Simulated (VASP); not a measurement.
# Zr (P6_3/mmc) in VASP: notebook

Zr is run at these levels: r2SCAN; tasks: single point.

All numbers are computed with VASP 6.6.1; they aren't measurements. Logs are shortened: lines on timing, memory, paths and dates and some standing lists are left out, and cuts for length are marked.

### Step 1. The cell of the first run

The structure is hexagonal, space group P6_3/mmc (No. 194). Conventional cell: a = 3.245 Å, b = 3.245 Å, c = 5.157 Å, α = 90.00°, β = 90.00°, γ = 120.00°. Zr (site symmetry -6m2) has 12 Zr at 3.19 to 3.24 Å within 4.2 Å.

### Step 2. Single point, r2SCAN

File POSCAR:

```
Zr
1.0
    3.2445832200      0.0000000000      0.0000000000
   -1.6222916100      2.8098914932      0.0000000000
    0.0000000000      0.0000000000      5.1573641137
Zr
2
Direct
    0.3333333333      0.6666666667      0.2500000000
    0.6666666667      0.3333333333      0.7500000000
```

File INCAR.step1:

```
ALGO     = Normal         # electronic algorithm
EDIFF    = 1E-4           # SCF threshold, eV
ENCUT    = 520            # plane-wave cutoff, eV
GGA      = PE             # functional
ISMEAR   = -1             # smearing method
LASPH    = T              # aspherical terms in the spheres
LCHARG   = F              # write CHGCAR
LREAL    = F              # projectors in reciprocal space
LWAVE    = T              # write WAVECAR
NBANDS   = 19             # bands
NELM     = 60             # most SCF steps
PREC     = Accurate       # precision mode
SIGMA    = 0.03           # smearing width, eV
```

File INCAR.step2:

```
ALGO     = Normal         # electronic algorithm
EDIFF    = 1E-6           # SCF threshold, eV
ENCUT    = 520            # plane-wave cutoff, eV
ISIF     = 2              # what is computed and relaxed
ISMEAR   = -1             # smearing method
ISTART   = 1            
LASPH    = T              # aspherical terms in the spheres
LCHARG   = F              # write CHGCAR
LMIXTAU  = T            
LREAL    = F              # projectors in reciprocal space
LWAVE    = F              # write WAVECAR
METAGGA  = R2SCAN         # meta-GGA
NBANDS   = 19             # bands
NELM     = 60             # most SCF steps
PREC     = Accurate       # precision mode
SIGMA    = 0.03           # smearing width, eV
```

File KPOINTS:

```
k-points
0
Gamma
  11 11 6
```

Potentials or basis: VASP PAW PBE potentials, release 64 (Zr_sv).

On the command line:

```console
> cat potpaw_PBE.64/Zr_sv/POTCAR > POTCAR
> cp INCAR.step1 INCAR
> mpirun -np 1 vasp_std > vasp.out
> cp INCAR.step2 INCAR
> mpirun -np 1 vasp_std > vasp.out
```

OUTCAR:

```text
EDIFF = 1E-6
   ENCUT = 520
   ISIF = 2
   ISMEAR = -1
   ISTART = 1
   LASPH = T
   LREAL = F
   METAGGA = R2SCAN
   NELM = 60
   PREC = Accurate

 ion  position               nearest neighbor table
   1  0.333  0.667  0.250-   2 3.19   2 3.19   2 3.19   2 3.19   2 3.19   2 3.19
   2  0.667  0.333  0.750-   1 3.19   1 3.19   1 3.19   1 3.19   1 3.19   1 3.19

  LATTYP: Found a hexagonal cell.
 ALAT       =     3.2445832200
 C/A-ratio  =     1.5895305387

  Lattice vectors:

 A1 = (   3.2445832200,   0.0000000000,   0.0000000000)
 A2 = (  -1.6222916100,   2.8098914932,   0.0000000000)
 A3 = (   0.0000000000,   0.0000000000,   5.1573641137)

Analysis of symmetry for initial positions (statically):
=====================================================================
 Subroutine PRICEL returns:
 Original cell was already a primitive cell.

 Routine SETGRP: Setting up the symmetry group for a
 hexagonal supercell.

 Subroutine GETGRP returns: Found 24 space group operations
 (whereof 12 operations were pure point group operations)
 out of a pool of 24 trial point group operations.

The static configuration has the point symmetry D_3d.
 The point group associated with its full space group is D_6h.

Analysis of symmetry for dynamics (positions and initial velocities):
=====================================================================
 Subroutine PRICEL returns:
 Original cell was already a primitive cell.

 Routine SETGRP: Setting up the symmetry group for a
 hexagonal supercell.

 Subroutine GETGRP returns: Found 24 space group operations
 (whereof 12 operations were pure point group operations)
 out of a pool of 24 trial point group operations.

The dynamic configuration has the point symmetry D_3d.
 The point group associated with its full space group is D_6h.

 Subroutine INISYM returns: Found 24 space group operations
 (whereof 12 operations are pure point group operations),
 and found     1 'primitive' translations

----------------------------------------------------------------------------------------

                                     Primitive cell

  volume of cell :      47.0193

  direct lattice vectors                    reciprocal lattice vectors
     3.244583220  0.000000000  0.000000000     0.308205995  0.177942814  0.000000000
    -1.622291610  2.809891493  0.000000000     0.000000000  0.355885628  0.000000000
     0.000000000  0.000000000  5.157364114     0.000000000  0.000000000  0.193897498

  length of vectors
     3.244583220  3.244583220  5.157364114     0.355885628  0.355885628  0.193897498

  position of ions in fractional coordinates (direct lattice)
     0.333333333  0.666666667  0.250000000
     0.666666667  0.333333333  0.750000000

  ion indices of the primitive-cell ions
   primitive index   ion index
                 1           1
                 2           2

----------------------------------------------------------------------------------------

 KPOINTS: k-points

Automatic generation of k-mesh.
 Grid dimensions read from file:
 generate k-points for:   11   11    6

 Generating k-lattice:

  Cartesian coordinates                     Fractional coordinates (reciprocal lattice)
     0.028018727  0.016176619  0.000000000     0.090909091  0.000000000  0.000000000
     0.000000000  0.032353239  0.000000000     0.000000000  0.090909091  0.000000000
     0.000000000  0.000000000  0.032316250     0.000000000  0.000000000  0.166666667

  Length of vectors
     0.032353239  0.032353239  0.032316250

  Shift w.r.t. Gamma in fractional coordinates (k-lattice)
     0.000000000  0.000000000  0.000000000

 Subroutine IBZKPT returns following result:
 ===========================================

 Found     64 irreducible k-points:

 Following reciprocal coordinates:
            Coordinates               Weight
  0.000000  0.000000  0.000000      1.000000
  0.090909  0.000000  0.000000      6.000000
  0.181818  0.000000  0.000000      6.000000
  0.272727  0.000000  0.000000      6.000000
  0.363636  0.000000  0.000000      6.000000
  0.454545  0.000000  0.000000      6.000000
[... 16 lines left out ...]
  0.090909  0.090909  0.166667     12.000000
  0.181818  0.090909  0.166667     24.000000
 [... further k-points ...]
   k-points           NKPTS =     64   k-points in BZ     NKDIM =     64   number of bands    NBANDS=     19
   number of dos      NEDOS =    301   number of ions     NIONS =      2
   total plane-waves  NPLWV =  23040
   dimension x,y,z NGX =    24 NGY =   24 NGZ =   40
   dimension x,y,z NGXF=    48 NGYF=   48 NGZF=   80
   ions per type =               2
   NGX,Y,Z   is equivalent  to a cutoff of  12.30, 12.30, 12.89 a.u.
   NGXF,Y,Z  is equivalent  to a cutoff of  24.59, 24.59, 25.79 a.u.
 SYSTEM =  unknown system
   PREC   = accura    normal or accurate (medium, high low for compatibility)
   ISTART =      1    job   : 0-new  1-cont  2-samecut
   ICHARG =      0    charge: 1-file 2-atom 10-const
   ISPIN  =      1    spin polarized calculation?
   LNONCOLLINEAR =      F non collinear calculations
   LSORBIT =      F    spin-orbit coupling
   LASPH  =      T    aspherical Exc in radial PAW
   ENCUT  =  520.0 eV  38.22 Ry    6.18 a.u.   6.03  6.03  9.59*2*pi/ulx,y,z
   NELM   =     60;   NELMIN=  2; NELMDL=  0     # of ELM steps
   EDIFF  = 0.1E-05   stopping-criterion for ELM
   LREAL  =      F    real-space projection
   EDIFFG = 0.1E-04   stopping-criterion for IOM
   NSW    =      0    number of steps for IOM
   IBRION =     -1    ionic relax: 0-MD 1-quasi-New 2-CG
   NFREE  =      0    steps in history (QN), initial steepest desc. (CG)
   ISIF   =      2    stress and relaxation
   ISYM   =      2    0-nonsym 1-usesym 2-fastsym
   POTIM  = 0.5000    time-step for ionic-motion
   TEBEG  =    0.0;   TEEND  =   0.0 temperature during run
   PSTRESS=    0.0 pullay stress
   NELECT =      24.0000    total number of electrons
   NUPDOWN=      -1.0000    fix difference up-down
   EMIN   =  10.00;   EMAX   =-10.00  energy-range for DOS
   EFERMI =   0.00;   METHOD = LEGACY
   ISMEAR =    -1;   SIGMA  =   0.03  broadening in eV -4-tet -1-fermi 0-gaus
   EFERMI_NEDOS =   21; number of points for ismear=-14 and -15
   IALGO  =     38    algorithm
   IMIX   =      4    mixing-type and parameters
     AMIX     =   0.40;   BMIX     =  1.00
     AMIX_MAG =   1.60;   BMIX_MAG =  1.00
  volume/ion in A,a.u.               =      23.51       158.65
  Fermi-wavevector in a.u.,A,eV,Ry     =   1.308338  2.472400 23.289736  1.711747
  Thomas-Fermi vector in A             =   2.439011
   LORBIT       =      0    0 simple, 1 ext, 2 COOP (PROOUT), +10 PAW based schemes
   METAGGA = R2SCAN    functional components
   LHFCALC =     F    Hartree Fock is set to
   AEXX    =    0.0000 exact exchange contribution
   IVDW    =     0    specifies the selected vdW correction
   LEPSILON=     F    determine dielectric tensor
   LRPA    =     F    only Hartree local field effects (RPA)
 non-spin polarized calculation
  energy-cutoff  :      520.00
  volume of cell :       47.02
 maximum number of plane-waves:      1292
   NGX = 13   NGY = 13   NGZ = 19

 number of electron      24.0000001 magnetization

 Free energy of the ion-electron system (eV)
  ---------------------------------------------------
  ext. energy  EPLUGINS =         0.00000000
  ---------------------------------------------------
  free energy    TOTEN  =       -45.50255920 eV

  energy without entropy =      -45.49833208  energy(sigma->0) =      -45.50044564

 E-fermi :   8.9447     XC(G=0): -11.9012

 val. band max:        8.9210588085   @ k =   0.0909   0.0909   0.1667
 cond. band min:       8.9656535006   @ k =   0.0000   0.0000   0.5000
 fundamental gap:      0.0445946921
 Fermi energy:         8.9447105390

 k-point     1 :       0.0000    0.0000    0.0000
  band No.  band energies     occupation
      1     -41.6402      2.00000
      2     -41.4788      2.00000
      3     -19.4882      2.00000
      4     -18.5900      2.00000
      5     -18.5900      2.00000
      6     -18.4573      2.00000
[... 11 lines left out ...]
     18      11.2911      0.00000
     19      13.6026      0.00000

 k-point     2 :       0.0909    0.0000    0.0000
  band No.  band energies     occupation
      1     -41.6306      2.00000
      2     -41.4748      2.00000
      3     -19.4622      2.00000
      4     -18.6464      2.00000
      5     -18.6085      2.00000
      6     -18.5061      2.00000
[... 11 lines left out ...]
     18      11.0825      0.00000
     19      13.7553      0.00000

 k-point     3 :       0.1818    0.0000    0.0000
  band No.  band energies     occupation
      1     -41.6039      2.00000
      2     -41.4649      2.00000
      3     -19.3886      2.00000
      4     -18.7979      2.00000
      5     -18.6578      2.00000
      6     -18.6561      2.00000
[... 11 lines left out ...]
     18      11.4457      0.00000
     19      14.0486      0.00000

 k-point     4 :       0.2727    0.0000    0.0000
  band No.  band energies     occupation
      1     -41.5670      2.00000
      2     -41.4536      2.00000
      3     -19.2798      2.00000
      4     -18.9962      2.00000
      5     -18.8465      2.00000
      6     -18.7153      2.00000
[... 11 lines left out ...]
     18      12.3451      0.00000
     19      14.2924      0.00000

 k-point     5 :       0.3636    0.0000    0.0000
  band No.  band energies     occupation
      1     -41.5294      2.00000
      2     -41.4467      2.00000
      3     -19.1772      2.00000
      4     -19.1570      2.00000
      5     -19.0117      2.00000
      6     -18.7674      2.00000
[... 11 lines left out ...]
     18      13.3846      0.00000
     19      14.4365      0.00000
[... 334 lines left out ...]
      2     -41.4522      2.00000
      3     -19.2735      2.00000
      4     -19.0890      2.00000
      5     -18.9918      2.00000
      6     -18.7522      2.00000
[... 11 lines left out ...]
     18      13.1697      0.00000
     19      14.2741      0.00000

 k-point    22 :       0.4545    0.0000    0.1667
  band No.  band energies     occupation
      1     -41.4994      2.00000
      2     -41.4500      2.00000
      3     -19.3372      2.00000
      4     -19.1685      2.00000
      5     -18.9662      2.00000
      6     -18.7815      2.00000
[... 11 lines left out ...]
     18      14.3804      0.00000
     19      14.4121      0.00000

 k-point    23 :       0.0909    0.0909    0.1667
  band No.  band energies     occupation
      1     -41.6028      2.00000
      2     -41.4777      2.00000
      3     -19.3618      2.00000
      4     -18.7204      2.00000
      5     -18.6916      2.00000
      6     -18.6168      2.00000
[... 11 lines left out ...]
     18      11.5792      0.00000
     19      13.8974      0.00000

 k-point    24 :       0.1818    0.0909    0.1667
  band No.  band energies     occupation
      1     -41.5724      2.00000
      2     -41.4657      2.00000
      3     -19.2951      2.00000
      4     -18.8788      2.00000
      5     -18.8338      2.00000
      6     -18.6813      2.00000
[... 11 lines left out ...]
     18      12.1793      0.00000
     19      14.0221      0.00000

 [... further k-points ...]
[... 5 lines left out ...]
  --------------------------------------------------------------------------------------
  -------------------------------------------------------------------------------------
  Total       -0.0227285     -0.0227285     -0.0876825      0.0000000      0.0000000      0.0000000
  in kB       -0.7744712     -0.7744712     -2.9877697      0.0000000      0.0000000      0.0000000
  external PRESSURE =      -1.5122374 kB  Pullay stress =       0.0000000 kB

 VOLUME and BASIS-vectors are now :
 -----------------------------------------------------------------------------
  energy-cutoff  :      520.00
  volume of cell :       47.02
      direct lattice vectors                 reciprocal lattice vectors
     3.244583220  0.000000000  0.000000000     0.308205995  0.177942814  0.000000000
    -1.622291610  2.809891493  0.000000000     0.000000000  0.355885628  0.000000000
     0.000000000  0.000000000  5.157364114     0.000000000  0.000000000  0.193897498

 POSITION                                       TOTAL-FORCE (eV/Angst)
 -----------------------------------------------------------------------------------
     -0.00000      1.87326      1.28934        -0.000000      0.000000      0.000000
      1.62229      0.93663      3.86802         0.000000     -0.000000      0.000000
 -----------------------------------------------------------------------------------
    total drift:                               -0.000000      0.000000     -0.000000

  FREE ENERGIE OF THE ION-ELECTRON SYSTEM (eV)
  ---------------------------------------------------
  free  energy   TOTEN  =       -45.5025591998 eV

  energy  without entropy=      -45.4983320810  energy(sigma->0) =      -45.50044564
```

Wall time 3.9 min (1 thread of Intel Xeon 8259CL, shared host); peak memory 0.2 GiB.

What came out:

| Property | Result |
| --- | --- |
| Free energy | -45.5026 eV |
| Pressure | -0.2 GPa |
| Band gap on the k mesh | zero (bands 12 and 13 overlap by 1.14 eV) |

Stress tensor (GPa, compression positive):
```
-0.08  0.00  0.00
 0.00 -0.08  0.00
 0.00  0.00 -0.30
```

Caveat: the PAW data sets were made with another functional, which shifts forces and pressure a little.

### Step 3. Single point, r2SCAN

POSCAR is that of step 2.

File INCAR.step1:

```
SYSTEM = Zr
PREC = Accurate ; ENCUT = 520
ISMEAR = -1 ; SIGMA = 0.2
LREAL = .False. ; LASPH = .True.
NELM = 100 ; NBANDS = 19
GGA = PE ; ALGO = Normal
EDIFF = 1E-4 ; LWAVE = .True.
LCHARG = .False.
```

File INCAR.step2:

```
SYSTEM = Zr
PREC = Accurate ; ENCUT = 520
EDIFF = 1E-6 ; ISMEAR = -1
SIGMA = 0.2 ; LREAL = .False.
LASPH = .True. ; NELM = 100
ALGO = Normal ; ISIF = 2
LWAVE = .False. ; LCHARG = .False.
METAGGA = R2SCAN ; LMIXTAU = .True.
NBANDS = 19 ; ISTART = 1
```

File KPOINTS:

```
Automatic mesh
0
Gamma
  11 11 6
  0 0 0
```

Potentials or basis: VASP PAW PBE potentials, release 64 (Zr_sv).

On the command line:

```console
> cat potpaw_PBE.64/Zr_sv/POTCAR > POTCAR
> cp INCAR.step1 INCAR
> mpirun -np 1 vasp_std > vasp.out
> cp INCAR.step2 INCAR
> mpirun -np 1 vasp_std > vasp.out
```

It took 2.8 min on 1 thread of Intel Xeon 8259CL, shared host; peak memory 0.2 GiB.

Results (log left out):

- Free energy: -45.6277 eV
- Pressure: 0.3 GPa
- Band gap on the k mesh: zero (bands 12 and 13 overlap by 1.14 eV)

Stress tensor (GPa, compression positive):
```
0.16 0.00 0.00
0.00 0.16 0.00
0.00 0.00 0.66
```

Levels at points of the mesh, in eV from the Fermi level:
```csv
k point,band 9,band 10,band 11,band 12,band 13,band 14,band 15,band 16
"(0.00, 0.00, 0.00)",-5.94,-3.11,1.04,1.04,1.08,1.23,1.78,1.78
"(0.00, 0.00, 0.50)",-4.14,-4.14,0.11,0.11,0.95,0.95,0.95,0.95
```

Caveat: the PAW data sets were made with another functional, which shifts forces and pressure a little.
